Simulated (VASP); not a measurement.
# Ge4F (P6/mmm) in VASP: notebook

Ge4F is run at these levels: PBE; tasks: single point.

All numbers are computed with VASP 6.6.1; they aren't measurements. Logs are shortened: lines on timing, memory, paths and dates and some standing lists are left out, and cuts for length are marked.

### Step 1. The cell of the first run

It takes space group P6/mmm (No. 191, hexagonal). The conventional cell has a = 3.763 Å, b = 3.763 Å, c = 7.077 Å, α = 90.00°, β = 90.00°, γ = 120.00°. Within 2.9 Å of Ge (site symmetry 3m) lie 4 Ge at 2.17 to 2.24 Å and 3 F at 2.44 Å. F (site symmetry 6/mmm) has 12 Ge at 2.44 Å within 3.2 Å.

### Step 2. Single point, PBE

File INCAR:

```
PREC = Accurate
ENCUT = 520
EDIFF = 1E-7
ISMEAR = 0
SIGMA = 0.1
LREAL = F
LASPH = T
NELM = 60
ALGO = Normal
ISIF = 2
LWAVE = F
LCHARG = F
GGA = PE
NBANDS = 40
```

File KPOINTS:

```
Automatic mesh
0
Gamma
  6 6 4
```

File POSCAR:

```
Ge4F
1.0
    3.7627966900      0.0000000000      0.0000000000
   -1.8813983400      3.2586775200      0.0000000000
    0.0000000000      0.0000000000      7.0771829900
Ge F
4 1
Direct
    0.3333333300      0.6666666700      0.8420916200
    0.3333333300      0.6666666700      0.1579083800
    0.6666666700      0.3333333300      0.1579083800
    0.6666666700      0.3333333300      0.8420916200
    0.0000000000      0.0000000000      0.0000000000
```

Potentials or basis: VASP PAW PBE potentials, release 64 (Ge_d, F).

Command:

```bash
cat potpaw_PBE.64/Ge_d/POTCAR potpaw_PBE.64/F/POTCAR > POTCAR
mpirun -np 1 vasp_std > vasp.out
```

OUTCAR:

```text
PREC = Accurate
   ENCUT = 520
   EDIFF = 1E-7
   ISMEAR = 0
   LREAL = F
   LASPH = T
   NELM = 60
   ISIF = 2
   GGA = PE

 ion  position               nearest neighbor table
   1  0.333  0.667  0.842-   4 2.17   4 2.17   4 2.17   2 2.24
   2  0.333  0.667  0.158-   3 2.17   3 2.17   3 2.17   1 2.24
   3  0.667  0.333  0.158-   2 2.17   2 2.17   2 2.17   4 2.24
   4  0.667  0.333  0.842-   1 2.17   1 2.17   1 2.17   3 2.24
   5  0.000  0.000  0.000-

  LATTYP: Found a hexagonal cell.
 ALAT       =     3.7627966900
 C/A-ratio  =     1.8808305558

  Lattice vectors:

 A1 = (   3.7627966900,   0.0000000000,   0.0000000000)
 A2 = (  -1.8813983400,   3.2586775200,   0.0000000000)
 A3 = (   0.0000000000,   0.0000000000,   7.0771829900)

Analysis of symmetry for initial positions (statically):
=====================================================================
 Subroutine PRICEL returns:
 Original cell was already a primitive cell.

 Routine SETGRP: Setting up the symmetry group for a
 hexagonal supercell.

 Subroutine GETGRP returns: Found 24 space group operations
 (whereof 24 operations were pure point group operations)
 out of a pool of 24 trial point group operations.

The static configuration has the point symmetry D_6h.

Analysis of symmetry for dynamics (positions and initial velocities):
=====================================================================
 Subroutine PRICEL returns:
 Original cell was already a primitive cell.

 Routine SETGRP: Setting up the symmetry group for a
 hexagonal supercell.

 Subroutine GETGRP returns: Found 24 space group operations
 (whereof 24 operations were pure point group operations)
 out of a pool of 24 trial point group operations.

The dynamic configuration has the point symmetry D_6h.

 Subroutine INISYM returns: Found 24 space group operations
 (whereof 24 operations are pure point group operations),
 and found     1 'primitive' translations

----------------------------------------------------------------------------------------

                                     Primitive cell

  volume of cell :      86.7786

  direct lattice vectors                    reciprocal lattice vectors
     3.762796690  0.000000000  0.000000000     0.265759775  0.153436477  0.000000000
    -1.881398340  3.258677520  0.000000000     0.000000000  0.306872955  0.000000000
     0.000000000  0.000000000  7.077182990     0.000000000  0.000000000  0.141299158

[... 86 lines left out ...]
   LREAL  =      F    real-space projection
   EDIFFG = 0.1E-05   stopping-criterion for IOM
   NSW    =      0    number of steps for IOM
   IBRION =     -1    ionic relax: 0-MD 1-quasi-New 2-CG
   NFREE  =      0    steps in history (QN), initial steepest desc. (CG)
   ISIF   =      2    stress and relaxation
   ISYM   =      2    0-nonsym 1-usesym 2-fastsym
   POTIM  = 0.5000    time-step for ionic-motion
   TEBEG  =    0.0;   TEEND  =   0.0 temperature during run
   PSTRESS=    0.0 pullay stress
   NELECT =      63.0000    total number of electrons
   NUPDOWN=      -1.0000    fix difference up-down
   EMIN   =  10.00;   EMAX   =-10.00  energy-range for DOS
   EFERMI =   0.00;   METHOD = LEGACY
   ISMEAR =     0;   SIGMA  =   0.10  broadening in eV -4-tet -1-fermi 0-gaus
   EFERMI_NEDOS =   21; number of points for ismear=-14 and -15
   IALGO  =     38    algorithm
   IMIX   =      4    mixing-type and parameters
     AMIX     =   0.40;   BMIX     =  1.00
     AMIX_MAG =   1.60;   BMIX_MAG =  1.00
  volume/ion in A,a.u.               =      17.36       117.12
  Fermi-wavevector in a.u.,A,eV,Ry     =   1.471355  2.780458 29.455059  2.164886
  Thomas-Fermi vector in A             =   2.586501
   LORBIT       =      0    0 simple, 1 ext, 2 COOP (PROOUT), +10 PAW based schemes
   GGA     = PE    functional components
   LHFCALC =     F    Hartree Fock is set to
   AEXX    =    0.0000 exact exchange contribution
   IVDW    =     0    specifies the selected vdW correction
   LEPSILON=     F    determine dielectric tensor
   LRPA    =     F    only Hartree local field effects (RPA)
 non-spin polarized calculation
 Gauss-broadening in eV      SIGMA  =   0.10
  energy-cutoff  :      520.00
  volume of cell :       86.78
 maximum number of plane-waves:      2348
 NGX is ok and might be reduce to    28
   NGX = 13   NGY = 13   NGZ = 27

 number of electron      63.0000043 magnetization

 Free energy of the ion-electron system (eV)
  ---------------------------------------------------
  ext. energy  EPLUGINS =         0.00000000
  ---------------------------------------------------
  free energy    TOTEN  =       -14.66913299 eV

  energy without entropy =      -14.66317739  energy(sigma->0) =      -14.66615519

 E-fermi :   5.3955     XC(G=0):  -9.9802

 val. band max:        5.3418306121   @ k =   0.3333  -0.0000   0.0000
 cond. band min:       5.4392997881   @ k =   0.3333  -0.0000   0.2500
 fundamental gap:      0.0974691760
 Fermi energy:         5.3954890673

 k-point     1 :       0.0000    0.0000    0.0000
  band No.  band energies     occupation
      1     -19.5970      2.00000
      2     -19.3189      2.00000
      3     -19.3189      2.00000
      4     -19.2181      2.00000
      5     -19.2181      2.00000
      6     -19.2001      2.00000
[... 892 lines left out ...]
     39      14.3640      0.00000
     40      14.3640      0.00000

------------------------ aborting loop because EDIFF is reached ----------------------------------------

  FORCE on cell =-STRESS in cart. coord.  units (eV):
  Direction    XX          YY          ZZ          XY          YZ          ZX
  --------------------------------------------------------------------------------------
  -------------------------------------------------------------------------------------
  Total       35.6152500     35.6152500     21.5794006      0.0000001     -0.0000000      0.0000000
  in kB      657.5579258    657.5579247    398.4165734      0.0000010     -0.0000000      0.0000000
  external PRESSURE =     571.1774746 kB  Pullay stress =       0.0000000 kB

 VOLUME and BASIS-vectors are now :
 -----------------------------------------------------------------------------
  energy-cutoff  :      520.00
  volume of cell :       86.78
      direct lattice vectors                 reciprocal lattice vectors
     3.762796690  0.000000000  0.000000000     0.265759775  0.153436477  0.000000000
    -1.881398340  3.258677520  0.000000000     0.000000000  0.306872955  0.000000000
     0.000000000  0.000000000  7.077182990     0.000000000  0.000000000  0.141299158

 POSITION                                       TOTAL-FORCE (eV/Angst)
 -----------------------------------------------------------------------------------
     -0.00000      2.17245      5.95964        -0.000000      0.000000     -4.879440
     -0.00000      2.17245      1.11755        -0.000000      0.000000      4.879440
      1.88140      1.08623      1.11755         0.000000     -0.000000      4.879440
      1.88140      1.08623      5.95964         0.000000     -0.000000     -4.879440
      0.00000      0.00000      0.00000         0.000000      0.000000      0.000000
 -----------------------------------------------------------------------------------
    total drift:                                0.000000      0.000000      0.000000

  FREE ENERGIE OF THE ION-ELECTRON SYSTEM (eV)
  ---------------------------------------------------
  free  energy   TOTEN  =       -14.6691329859 eV

  energy  without entropy=      -14.6631773921  energy(sigma->0) =      -14.66615519
```

stdout:

```text
POSCAR found type information on POSCAR GeF
 POSCAR found :  2 types and       5 ions
 scaLAPACK will be used
 LDA part: xc-table for (Slater+PW92), standard interpolation
 POSCAR, INCAR and KPOINTS ok, starting setup
 FFT: planning ... GRIDC
 FFT: planning ... GRID_SOFT
 FFT: planning ... GRID
 WAVECAR not read
 entering main loop
```

Wall time 45 s (1 thread of Intel Xeon 6975P-C (Granite Rapids), shared host); peak memory 0.22 GiB.

Results:

| Item | Value |
| --- | --- |
| Free energy | -14.6691 eV |
| Pressure | 57.1 GPa |
| Largest force | 4.879 eV/Å |

Forces on the atoms (eV/Å):
```
Ge   0.000  0.000 -4.879
Ge   0.000  0.000  4.879
Ge   0.000  0.000  4.879
Ge   0.000  0.000 -4.879
F    0.000  0.000  0.000
```

Caveat: an odd number of electrons without spin polarisation forces a metal; a magnetic or distorted state may lie lower.

### Step 3. Single point, PBE

This run uses another cell than the first one, of 19.41 Å³/atom, 1.118 times its volume.

File INCAR:

```
PREC = Accurate
ENCUT = 520
EDIFF = 1E-6
ISMEAR = 0
SIGMA = 0.1
LREAL = F
LASPH = T
NELM = 100
ALGO = Normal
ISIF = 2
LWAVE = F
LCHARG = F
GGA = PE
NBANDS = 40
```

KPOINTS is that of step 2.

File POSCAR:

```
Ge4F
1.0
    4.4149483225     -0.0000000034      0.0000000000
   -2.2074741583      3.8234574054      0.0000000000
    0.0000000000      0.0000000000      5.7491202439
Ge F
4 1
Direct
    0.3333333333      0.6666666667      0.7691043357
    0.3333333333      0.6666666667      0.2308956643
    0.6666666667      0.3333333333      0.2308956643
    0.6666666667      0.3333333333      0.7691043357
    0.0000000000      0.0000000000      0.0000000000
```

Potentials or basis: VASP PAW PBE potentials, release 64 (Ge_d, F).

Command:

```bash
cat potpaw_PBE.64/Ge_d/POTCAR potpaw_PBE.64/F/POTCAR > POTCAR
mpirun -np 1 vasp_std > vasp.out
```

Wall time 43 s (1 thread of Intel Xeon 6975P-C (Granite Rapids), shared host); peak memory 0.26 GiB.

It converged, with:

| Item | Value |
| --- | --- |
| Free energy | -20.8450 eV |
| Pressure | 0.0 GPa |
| Largest force | 0.008 eV/Å |

Forces on the atoms (eV/Å):
```
Ge   0.000  0.000 -0.008
Ge   0.000  0.000  0.008
Ge   0.000  0.000  0.008
Ge   0.000  0.000 -0.008
F    0.000  0.000  0.000
```

Stress tensor (GPa, compression positive):
```
 0.14  0.00  0.00
 0.00  0.14  0.00
 0.00  0.00 -0.30
```

Levels at points of the mesh, in eV from the Fermi level:
| k point | band 30 | band 31 | band 32 | band 33 | band 34 | band 35 |
| --- | --- | --- | --- | --- | --- | --- |
| (0.00, 0.00, 0.00) | -2.07 | -0.60 | 0.23 | 0.23 | 1.30 | 3.59 |
| (0.50, 0.00, 0.00) | -1.58 | -1.42 | -0.84 | 0.04 | 3.26 | 6.30 |
| (0.00, 0.00, 0.50) | -1.49 | -0.99 | -0.77 | -0.77 | 0.44 | 3.57 |
| (0.50, 0.00, 0.50) | -0.81 | 0.43 | 0.68 | 1.44 | 1.53 | 2.51 |

Caveat: an odd number of electrons without spin polarisation forces a metal; a magnetic or distorted state may lie lower.
